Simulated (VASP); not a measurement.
Set up this calculation in VASP 6.6.1, as the native input.

| Property | Result |
| --- | --- |
| Task | single point |
| Functional | RPBE |
| Dispersion | D4 |
| Potentials or basis | VASP PAW PBE potentials, release 64 (Li_sv, F) |
| Cutoff | 520 eV |
| k mesh | 10 × 10 × 10 |
| Occupations | gaussian, width 0.05 eV |
| Spin | no spin polarisation |
| Dipole correction | no |
| Further INCAR settings | ALGO = Normal; EDIFF = 1e-07; NBANDS = 12 |

The structure of LiF lies in POSCAR:

```
LiF
1.0
    0.0000000000      2.0476666766      2.0476666766
    2.0476666766      0.0000000000      2.0476666766
    2.0476666766      2.0476666766      0.0000000000
Li F
1 1
Direct
    0.0000000000      0.0000000000      0.0000000000
    0.5000000000      0.5000000000      0.5000000000
```

The input as run:

INCAR

```
SYSTEM = LiF
PREC = Accurate ; ENCUT = 520
EDIFF = 1E-7 ; ISMEAR = 0
SIGMA = 0.05 ; LREAL = .FALSE.
LASPH = .TRUE. ; NELM = 60
ALGO = Normal ; ISIF = 2
LWAVE = .FALSE. ; LCHARG = .FALSE.
GGA = RP ; IVDW = 13
NBANDS = 12
```

KPOINTS

```
Automatic mesh
0
G
  10 10 10
  0 0 0
```

Potentials or basis: VASP PAW PBE potentials, release 64 (Li_sv, F).

Command:

```console
$ cat potpaw_PBE.64/Li_sv/POTCAR potpaw_PBE.64/F/POTCAR > POTCAR
$ mpirun -np 1 vasp_std > vasp.out
```

Results of the run:

The band gap on the k mesh is 8.93 eV, direct and the dispersion energy per atom is -0.134 eV.

Wall time 9 s on 1 thread of Intel(R) Xeon(R) Platinum 8488C (Sapphire Rapids) (shared host), peak memory 0.13 GiB.
